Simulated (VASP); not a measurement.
# Ba (Im-3m) in VASP: further runs

The runs below take Ba through single point, with PBEsol, PBE.

All numbers are computed with VASP 6.6.1; they aren't measurements. Logs are shortened: lines on timing, memory, paths and dates and some standing lists are left out, and cuts for length are marked.

### 1 The cell of the first run

Symmetry: Im-3m, No. 229, cubic system. Conventional cell: a = 4.880 Å, b = 4.880 Å, c = 4.880 Å, α = 90.00°, β = 90.00°, γ = 90.00°. Ba (site symmetry m-3m) has 14 Ba at 4.23 to 4.88 Å within 5.5 Å.

### 2 Single point, PBEsol

The input, INCAR:

```
PREC = Accurate
ENCUT = 520
EDIFF = 1E-6
ISMEAR = 1
SIGMA = 0.1
LREAL = F
LASPH = T
NELM = 100
ALGO = Normal
ISIF = 2
LWAVE = F
LCHARG = F
GGA = PS
NBANDS = 11
```

The input, KPOINTS:

```
Automatic mesh
0
Gamma
  23 23 23
```

The input, POSCAR:

```
Ba
1.0
   -2.4399092980      2.4399092980      2.4399092980
    2.4399092980     -2.4399092980      2.4399092980
    2.4399092980      2.4399092980     -2.4399092980
Ba
1
Direct
    0.0000000000      0.0000000000      0.0000000000
```

Potentials or basis: VASP PAW PBE potentials, release 64 (Ba_sv).

On the command line:

```sh
cat potpaw_PBE.64/Ba_sv/POTCAR > POTCAR
mpirun -np 1 vasp_std > vasp.out
```

OUTCAR:

```text
PREC = Accurate
   ENCUT = 520
   EDIFF = 1E-6
   ISMEAR = 1
   LREAL = F
   LASPH = T
   NELM = 100
   ISIF = 2
   GGA = PS

 ion  position               nearest neighbor table
   1  0.000  0.000  0.000-

  LATTYP: Found a body centered cubic cell.
 ALAT       =     4.8798185960

  Lattice vectors:

 A1 = (  -2.4399092980,   2.4399092980,   2.4399092980)
 A2 = (   2.4399092980,  -2.4399092980,   2.4399092980)
 A3 = (   2.4399092980,   2.4399092980,  -2.4399092980)

Analysis of symmetry for initial positions (statically):
=====================================================================
 Subroutine PRICEL returns:
 Original cell was already a primitive cell.

 Routine SETGRP: Setting up the symmetry group for a
 body centered cubic supercell.

 Subroutine GETGRP returns: Found 48 space group operations
 (whereof 48 operations were pure point group operations)
 out of a pool of 48 trial point group operations.

The static configuration has the point symmetry O_h .

Analysis of symmetry for dynamics (positions and initial velocities):
=====================================================================
 Subroutine PRICEL returns:
 Original cell was already a primitive cell.

 Routine SETGRP: Setting up the symmetry group for a
 body centered cubic supercell.

 Subroutine GETGRP returns: Found 48 space group operations
 (whereof 48 operations were pure point group operations)
 out of a pool of 48 trial point group operations.

The dynamic configuration has the point symmetry O_h .

 Subroutine INISYM returns: Found 48 space group operations
 (whereof 48 operations are pure point group operations),
 and found     1 'primitive' translations

----------------------------------------------------------------------------------------

                                     Primitive cell

  volume of cell :      58.1007

  direct lattice vectors                    reciprocal lattice vectors
    -2.439909298  2.439909298  2.439909298     0.000000000  0.204925650  0.204925650
     2.439909298 -2.439909298  2.439909298     0.204925650  0.000000000  0.204925650
     2.439909298  2.439909298 -2.439909298     0.204925650  0.204925650  0.000000000

  length of vectors
     4.226046870  4.226046870  4.226046870     0.289808634  0.289808634  0.289808634

  position of ions in fractional coordinates (direct lattice)
     0.000000000  0.000000000  0.000000000

  ion indices of the primitive-cell ions
   primitive index   ion index
                 1           1

----------------------------------------------------------------------------------------

 KPOINTS: Automatic mesh

Automatic generation of k-mesh.
 Grid dimensions read from file:
 generate k-points for:   23   23   23

 Generating k-lattice:

  Cartesian coordinates                     Fractional coordinates (reciprocal lattice)
     0.000000000  0.008909811  0.008909811     0.043478261  0.000000000  0.000000000
     0.008909811  0.000000000  0.008909811     0.000000000  0.043478261  0.000000000
     0.008909811  0.008909811  0.000000000     0.000000000  0.000000000  0.043478261

  Length of vectors
     0.012600375  0.012600375  0.012600375

  Shift w.r.t. Gamma in fractional coordinates (k-lattice)
     0.000000000  0.000000000  0.000000000

 Subroutine IBZKPT returns following result:
 ===========================================

 Found    364 irreducible k-points:

 Following reciprocal coordinates:
            Coordinates               Weight
  0.000000  0.000000  0.000000      1.000000
  0.043478  0.000000  0.000000     12.000000
  0.086957  0.000000  0.000000     12.000000
  0.130435  0.000000  0.000000     12.000000
  0.173913  0.000000  0.000000     12.000000
  0.217391  0.000000  0.000000     12.000000
[... 16 lines left out ...]
  0.478261  0.043478  0.000000     24.000000
  0.086957  0.086957  0.000000     24.000000
 [... further k-points ...]
   k-points           NKPTS =    364   k-points in BZ     NKDIM =    364   number of bands    NBANDS=     11
   number of dos      NEDOS =    301   number of ions     NIONS =      1
   total plane-waves  NPLWV =  32768
   dimension x,y,z NGX =    32 NGY =   32 NGZ =   32
   dimension x,y,z NGXF=    64 NGYF=   64 NGZF=   64
   ions per type =               1
   NGX,Y,Z   is equivalent  to a cutoff of  12.59, 12.59, 12.59 a.u.
   NGXF,Y,Z  is equivalent  to a cutoff of  25.18, 25.18, 25.18 a.u.
 SYSTEM =  unknown system
   PREC   = accura    normal or accurate (medium, high low for compatibility)
   ISTART =      0    job   : 0-new  1-cont  2-samecut
   ICHARG =      2    charge: 1-file 2-atom 10-const
   ISPIN  =      1    spin polarized calculation?
   LNONCOLLINEAR =      F non collinear calculations
   LSORBIT =      F    spin-orbit coupling
   LASPH  =      T    aspherical Exc in radial PAW
   ENCUT  =  520.0 eV  38.22 Ry    6.18 a.u.   7.86  7.86  7.86*2*pi/ulx,y,z
   NELM   =    100;   NELMIN=  2; NELMDL= -5     # of ELM steps
   EDIFF  = 0.1E-05   stopping-criterion for ELM
   LREAL  =      F    real-space projection
   EDIFFG = 0.1E-04   stopping-criterion for IOM
   NSW    =      0    number of steps for IOM
   IBRION =     -1    ionic relax: 0-MD 1-quasi-New 2-CG
   NFREE  =      0    steps in history (QN), initial steepest desc. (CG)
   ISIF   =      2    stress and relaxation
   ISYM   =      2    0-nonsym 1-usesym 2-fastsym
   POTIM  = 0.5000    time-step for ionic-motion
   TEBEG  =    0.0;   TEEND  =   0.0 temperature during run
   PSTRESS=    0.0 pullay stress
   NELECT =      10.0000    total number of electrons
   NUPDOWN=      -1.0000    fix difference up-down
   EMIN   =  10.00;   EMAX   =-10.00  energy-range for DOS
   EFERMI =   0.00;   METHOD = LEGACY
   ISMEAR =     1;   SIGMA  =   0.10  broadening in eV -4-tet -1-fermi 0-gaus
   EFERMI_NEDOS =   21; number of points for ismear=-14 and -15
   IALGO  =     38    algorithm
   IMIX   =      4    mixing-type and parameters
     AMIX     =   0.40;   BMIX     =  1.00
     AMIX_MAG =   1.60;   BMIX_MAG =  1.00
  volume/ion in A,a.u.               =      58.10       392.08
  Fermi-wavevector in a.u.,A,eV,Ry     =   0.910642  1.720864 11.282895  0.829269
  Thomas-Fermi vector in A             =   2.034828
   LORBIT       =      0    0 simple, 1 ext, 2 COOP (PROOUT), +10 PAW based schemes
   GGA     = PS    functional components
   LHFCALC =     F    Hartree Fock is set to
   AEXX    =    0.0000 exact exchange contribution
   IVDW    =     0    specifies the selected vdW correction
   LEPSILON=     F    determine dielectric tensor
   LRPA    =     F    only Hartree local field effects (RPA)
 non-spin polarized calculation
 Methfessel and Paxton  Order N= 1 SIGMA  =   0.10
  energy-cutoff  :      520.00
  volume of cell :       58.10
 maximum number of plane-waves:      1587
   NGX = 15   NGY = 15   NGZ = 15

 number of electron      10.0000001 magnetization

 Free energy of the ion-electron system (eV)
  ---------------------------------------------------
  ext. energy  EPLUGINS =         0.00000000
  ---------------------------------------------------
  free energy    TOTEN  =        -2.14891512 eV

  energy without entropy =       -2.14899227  energy(sigma->0) =       -2.14894084

 E-fermi :   1.7885     XC(G=0):  -7.7747

 val. band max:        1.7833272976   @ k =   0.3478   0.2609   0.0435
 cond. band min:       1.7903347692   @ k =  -0.3913  -0.4348   0.1304
 fundamental gap:      0.0070074715
 Fermi energy:         1.7884949365

 k-point     1 :       0.0000    0.0000    0.0000
  band No.  band energies     occupation
      1     -26.9177      2.00000
      2     -11.7951      2.00000
      3     -11.7951      2.00000
      4     -11.7951      2.00000
      5      -0.9968      2.00000
      6       3.7081     -0.00000
      7       3.7081     -0.00000
      8       3.7081     -0.00000
      9       5.2580      0.00000
     10       5.2580      0.00000
     11       8.9824      0.00000

 k-point     2 :       0.0435    0.0000    0.0000
  band No.  band energies     occupation
      1     -26.9166      2.00000
      2     -11.8074      2.00000
      3     -11.7988      2.00000
      4     -11.7952      2.00000
      5      -0.9571      2.00000
      6       3.6744     -0.00000
      7       3.6937     -0.00000
      8       3.7482     -0.00000
      9       5.1928      0.00000
     10       5.2540      0.00000
     11       9.0303      0.00000

 k-point     3 :       0.0870    0.0000    0.0000
  band No.  band energies     occupation
      1     -26.9132      2.00000
      2     -11.8430      2.00000
      3     -11.8095      2.00000
      4     -11.7955      2.00000
      5      -0.8402      2.00000
      6       3.5800     -0.00000
      7       3.6405     -0.00000
      8       3.8680      0.00000
      9       5.0482      0.00000
     10       5.2450      0.00000
     11       9.1644      0.00000

 k-point     4 :       0.1304    0.0000    0.0000
  band No.  band energies     occupation
      1     -26.9079      2.00000
      2     -11.8986      2.00000
      3     -11.8264      2.00000
      4     -11.7959      2.00000
      5      -0.6534      2.00000
      6       3.4413     -0.00000
      7       3.5270     -0.00000
      8       4.0657      0.00000
      9       4.9233      0.00000
     10       5.2390      0.00000
     11       9.3533      0.00000

 k-point     5 :       0.1739    0.0000    0.0000
  band No.  band energies     occupation
      1     -26.9010      2.00000
      2     -11.9691      2.00000
      3     -11.8481      2.00000
      4     -11.7965      2.00000
      5      -0.4096      2.00000
      6       3.2777     -0.00000
      7       3.3519     -0.00000
      8       4.3386      0.00000
      9       4.8811      0.00000
     10       5.2456      0.00000
     11       9.5282      0.00000
[... 211 lines left out ...]
 k-point    21 :       0.3913    0.0435   -0.0000
  band No.  band energies     occupation
      1     -26.8597      2.00000
      2     -12.3542      2.00000
      3     -11.9755      2.00000
      4     -11.8048      2.00000
      5       0.8326      2.00000
      6       2.5358     -0.00000
      7       3.0737     -0.00000
      8       5.2444      0.00000
      9       5.7518      0.00000
     10       6.8827      0.00000
     11       8.1096      0.00000

 k-point    22 :       0.4348    0.0435    0.0000
  band No.  band energies     occupation
      1     -26.8563      2.00000
      2     -12.3837      2.00000
      3     -11.9859      2.00000
      4     -11.8052      2.00000
      5       0.8686      2.00000
      6       2.4868     -0.00000
      7       3.2292     -0.00000
      8       5.2300      0.00000
      9       5.8515      0.00000
     10       7.3223      0.00000
     11       7.8811      0.00000

 k-point    23 :       0.4783    0.0435    0.0000
  band No.  band energies     occupation
      1     -26.8551      2.00000
      2     -12.3937      2.00000
      3     -11.9894      2.00000
      4     -11.8053      2.00000
      5       0.8772      2.00000
      6       2.4703     -0.00000
      7       3.2963     -0.00000
      8       5.2135      0.00000
      9       5.8937      0.00000
     10       7.5150      0.00000
     11       7.7958      0.00000

 k-point    24 :       0.0870    0.0870    0.0000
  band No.  band energies     occupation
      1     -26.9049      2.00000
      2     -11.9297      2.00000
      3     -11.8255      2.00000
      4     -11.8069      2.00000
      5      -0.5448      2.00000
      6       3.3954     -0.00000
      7       3.4196     -0.00000
      8       4.2024      0.00000
      9       4.8027      0.00000
     10       5.3204      0.00000
     11       9.3873      0.00000

 [... further k-points ...]

------------------------ aborting loop because EDIFF is reached ----------------------------------------

  FORCE on cell =-STRESS in cart. coord.  units (eV):
  Direction    XX          YY          ZZ          XY          YZ          ZX
  --------------------------------------------------------------------------------------
  -------------------------------------------------------------------------------------
  Total        0.0300990      0.0300990      0.0300990      0.0000000      0.0000000      0.0000000
  in kB        0.8300062      0.8300062      0.8300062      0.0000000      0.0000000      0.0000000
  external PRESSURE =       0.8300062 kB  Pullay stress =       0.0000000 kB

 VOLUME and BASIS-vectors are now :
 -----------------------------------------------------------------------------
  energy-cutoff  :      520.00
  volume of cell :       58.10
      direct lattice vectors                 reciprocal lattice vectors
    -2.439909298  2.439909298  2.439909298     0.000000000  0.204925650  0.204925650
     2.439909298 -2.439909298  2.439909298     0.204925650  0.000000000  0.204925650
     2.439909298  2.439909298 -2.439909298     0.204925650  0.204925650  0.000000000

 POSITION                                       TOTAL-FORCE (eV/Angst)
 -----------------------------------------------------------------------------------
      0.00000      0.00000      0.00000         0.000000     -0.000000      0.000000
 -----------------------------------------------------------------------------------
    total drift:                               -0.000000      0.000000     -0.000000

  FREE ENERGIE OF THE ION-ELECTRON SYSTEM (eV)
  ---------------------------------------------------
  free  energy   TOTEN  =        -2.1489151221 eV

  energy  without entropy=       -2.1489922661  energy(sigma->0) =       -2.14894084
```

Wall time 1.8 min (1 thread of Intel Xeon Platinum 8259CL at 2.50GHz (Skylake/Cascade Lake), shared host); peak memory 0.35 GiB.

What came out:

| Item | Value |
| --- | --- |
| Free energy | -2.1489 eV |
| Pressure | 0.1 GPa |
| Band gap on the k mesh | zero (bands 5 and 6 overlap by 1.17 eV) |

Caveat: the PAW data sets were made with another functional, which shifts forces and pressure a little; spin-orbit coupling is left out, which moves the levels of the heavy elements.

(Continued in part 2 of 2.)
